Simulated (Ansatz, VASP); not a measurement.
# One calculation of Cu, two programs

```
CELL_PARAMETERS angstrom
-1.47886 1.47886 1.44489
1.47886 -1.47886 1.44489
1.47886 1.47886 -1.44489
ATOMIC_POSITIONS crystal
Cu 0.00000 0.00000 0.00000
```

Change from the starting cell: strain +0.025 along x and y, +0.050 along z, atoms carried along.

Alike in both runs: task single point; functional PBEsol; k mesh 24 × 24 × 24; occupations gaussian, width 0.15 eV; no spin polarisation.

|  | VASP | Ansatz |
| --- | --- | --- |
| version | VASP 6.6.1 | Ansatz 0.2.0 |
| potentials or method | VASP PAW PBE potentials, release 64 (Cu), cutoff 520 eV | scalar-relativistic, plane waves, PAW |
| valence electrons in the cell | 11 | 19 |

|  | VASP | Ansatz | Ansatz less VASP |
| --- | --- | --- | --- |
| gap on the k mesh at the Fermi level (eV) | none | none | - |
| pressure (GPa) | -12.9 | -13.6 | -0.66 |
| traceless stress, the component that is largest in VASP (GPa) | -0.15 | -0.15 | +0.001 |

VASP's potentials were made for PBE, not for PBEsol. A gap of «none» marks a metal or a gap that the smearing closes. VASP's potentials hold 11 valence electrons a cell and Ansatz's 19, so a difference there can come from the potentials and not from the codes.
